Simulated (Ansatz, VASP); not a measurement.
**WCl: VASP beside Ansatz**

```
W Cl
1.0
     4.13282    0.00000    0.00000
    -2.06641    3.57913    0.00000
     0.00000    0.00000    5.15807
W Cl
2 2
Direct
  0.00000 0.00000 0.25000
  0.00000 0.00000 0.75000
  0.33333 0.66667 0.25000
  0.66667 0.33333 0.75000
```

Change from the starting cell: species swapped into the LiB type (P6_3/mmc, No. 194).

Alike in both runs: functional PBE; k mesh 4 × 4 × 5; occupations gaussian, width 0.2 eV; no spin polarisation.

Ansatz relaxed the structure, and its values are those at the end. VASP's run is a single point on that final structure, the one shown.

```csv
,VASP,Ansatz
version,VASP 6.6.1,Ansatz 0.2.0
potentials or method,"VASP PAW PBE potentials, release 64 (W_sv, Cl), cutoff 500 eV","scalar-relativistic, plane waves, PAW"
valence electrons in the cell,42,42
```

VASP gave:

* gap on the k mesh at the Fermi level (eV): none
* pressure (GPa): 0.8

What did Ansatz give for the same quantities?

gap on the k mesh at the Fermi level (eV): none; pressure (GPa): 0.3.

A gap of «none» marks a metal or a gap that the smearing closes.

The k mesh is coarse, so the values compare programs but aren't converged. Spin-orbit coupling is off throughout.
